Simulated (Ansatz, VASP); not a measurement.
# One calculation of W, two programs

```xyz
1
Lattice="-1.4128 1.6357 1.6357 1.6357 -1.4128 1.6357 1.6357 1.6357 -1.4128" Properties=species:S:1:pos:R:3 pbc="T T T"
W     0.0000    0.0000    0.0000
```

Alike in both runs: task single point; functional LDA; k mesh 22 × 22 × 22; occupations gaussian, width 0.15 eV; no spin polarisation.

```csv
,VASP,Ansatz
version,VASP 6.6.1,Ansatz 0.2.0
potentials or method,"VASP PAW LDA potentials, release 64 (W_sv), cutoff 520 eV","scalar-relativistic, plane waves, PAW"
valence electrons in the cell,14,14
```

```tsv
	VASP	Ansatz	Ansatz less VASP
gap on the k mesh at the Fermi level (eV)	none	none	-
pressure (GPa)	-22.1	-23.4	-1.31
traceless stress, the component that is largest in VASP (GPa)	-9.98	-9.85	+0.131
```

Ansatz warns that its potentials were made for another functional, while VASP's fit it. LDA's correlation is that of Perdew and Zunger in VASP and of Perdew and Wang (1992) in Ansatz. A gap of «none» marks a metal or a gap that the smearing closes.

Neither program's run includes spin-orbit coupling.
